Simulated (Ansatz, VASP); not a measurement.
**Zr: VASP beside Ansatz**

```xyz
3
Lattice="5.0402 0.0000 0.0000 -2.5201 4.3649 0.0000 0.0000 0.0000 3.1545" Properties=species:S:1:pos:R:3 pbc="T T T"
Zr    0.0000    0.0000    3.1545
Zr    0.0000    2.9099    1.5772
Zr    2.5201    1.4550    1.5772
```

Alike in both runs: functional r2SCAN; k mesh 7 × 7 × 10; occupations fermi-dirac, width 0.05 eV; collinear spin.

Ansatz relaxed the structure, and its values are those at the end. VASP's run is a single point on that final structure, the one shown.

|  | VASP | Ansatz |
| --- | --- | --- |
| version | VASP 6.6.1 | Ansatz 0.2.0 |
| potentials or method | VASP PAW PBE potentials, release 64 (Zr_sv), cutoff 520 eV | plane waves (500 eV) with PAW, scalar-relativistic |
| valence electrons in the cell | 36 | 36 |

```csv
,VASP,Ansatz,Ansatz less VASP
pressure (GPa),0.0,0.0,-0.01
net moment per atom (μB),0.00,0.00,0.000
```

VASP's potentials were made for PBE, not for r2SCAN. Ansatz's warnings: seeded moment not kept.
